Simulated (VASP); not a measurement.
The system is Si.

```
Si
1.0
     0.03378   -0.07571    3.64566
     1.82662   -4.57470    0.11423
     5.57038    4.61058   -0.04554
Si
6
Cartesian
  1.5956 -1.5185 2.0031
  3.7046 2.9137 1.7337
  3.8448 -3.1467 2.0779
  5.4543 1.6943 2.0330
  1.8428 0.0405 -0.2201
  5.8164 -0.0271 -0.1303
```

```yaml
Program: VASP 6.6.1
Task: relaxation of cell and atoms
Functional: PBE
Potentials_or_basis: VASP PAW PBE potentials, release 64 (Si)
Cutoff: 600 eV
k_mesh: 6 × 6 × 4
Occupations: gaussian, width 0.2 eV
Spin: no spin polarisation
```

At the start: pressure 7.4 GPa; volume 20.59 Å³/atom.

Problem. How do energy, volume and symmetry change on relaxing?

Solution. Over 29 steps the energy falls by 545.9 meV/atom and the volume is 20.25 Å³/atom (-1.7 %); space group P1 (No. 1, to 0.1 Å) before, P2/m (No. 10, to 0.1 Å).

Step by step:
```csv
step,energy change (eV),largest force (eV/Å),pressure (GPa),volume (Å³)
1,0.0000,6.1813,7.37,123.54
2,-1.3958,0.8769,-8.08,141.09
3,-1.5707,1.2872,-5.55,135.19
4,-2.1027,0.9716,-0.92,123.84
5,-2.1255,0.9887,0.74,121.24
6,-2.2674,0.9525,1.10,120.23
7,-2.3027,1.0342,1.73,119.39
8,-2.4324,1.1710,0.40,121.05
9,-2.6373,1.4663,-2.78,126.08
10,-2.7613,1.2643,-2.50,125.44
11,-2.9029,0.9154,-1.45,123.93
12,-2.9915,0.6892,-0.60,122.46
13,-3.0708,0.5314,1.56,119.37
14,-3.1137,0.4328,0.61,120.68
15,-3.1419,0.4425,-0.80,122.86
16,-3.1677,0.3374,-0.32,122.17
17,-3.1875,0.4697,0.72,120.80
18,-3.2064,0.3118,0.38,121.24
19,-3.2158,0.3769,-0.05,121.84
20,-3.2306,0.2943,-0.18,122.00
21,-3.2558,0.2409,-0.60,122.48
22,-3.2578,0.2431,-0.76,122.64
23,-3.2699,0.1598,-0.10,121.58
24,-3.2711,0.1593,0.18,121.15
25,-3.2739,0.1024,0.12,121.25
26,-3.2749,0.0544,0.06,121.36
27,-3.2754,0.0404,-0.02,121.50
28,-3.2755,0.0451,-0.04,121.55
29,-3.2756,0.0181,0.00,121.50
```

Final structure:
```
CELL_PARAMETERS angstrom
-0.00306 0.00013 3.62785
2.08041 -4.55357 0.00510
5.42385 4.22612 0.00049
ATOMIC_POSITIONS crystal
Si 0.50039 0.46790 0.16611
Si 0.49912 0.06350 0.67484
Si 0.50137 0.93743 0.32488
Si 0.49896 0.53200 0.83555
Si 0.00100 0.13649 0.16857
Si 0.99916 0.86267 0.83005
```
